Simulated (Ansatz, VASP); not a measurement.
Two plane-wave programs on BaTiO3

```
Ba Ti O
1.0
     4.00600    0.00000    0.00000
     0.00000    4.00600    0.00000
     0.00000    0.00000    3.88582
Ba Ti O
1 1 3
Direct
  0.50000 0.50000 0.50000
  0.00000 0.00000 0.00000
  0.50000 0.00000 0.00000
  0.00000 0.50000 0.00000
  0.00000 0.00000 0.50000
```

Change from the starting cell: z stretched by -3 %, ions relaxed.

Alike in both runs: functional PBE; k mesh 8 × 8 × 8; occupations fermi-dirac, width 0.02 eV; no spin polarisation.

Ansatz relaxed the structure, and its values are those at the end. VASP's run is a single point on that final structure, the one shown.

|  | VASP | Ansatz |
| --- | --- | --- |
| version | VASP 6.6.1 | Ansatz 0.2.0 |
| potentials or method | VASP PAW PBE potentials, release 64 (Ba_sv, Ti_sv, O) | plane-wave PAW, scalar-relativistic |
| plane-wave cutoff (eV) | 520 | 420 |
| valence electrons in the cell | 40 | 40 |

```csv
,VASP,Ansatz,Ansatz less VASP
gap on the k mesh at the Fermi level (eV),1.73,1.80,+0.070
pressure (GPa),9.4,7.4,-1.99
```

Ansatz's warnings: stress scf threshold loose.

Spin-orbit coupling is off throughout.
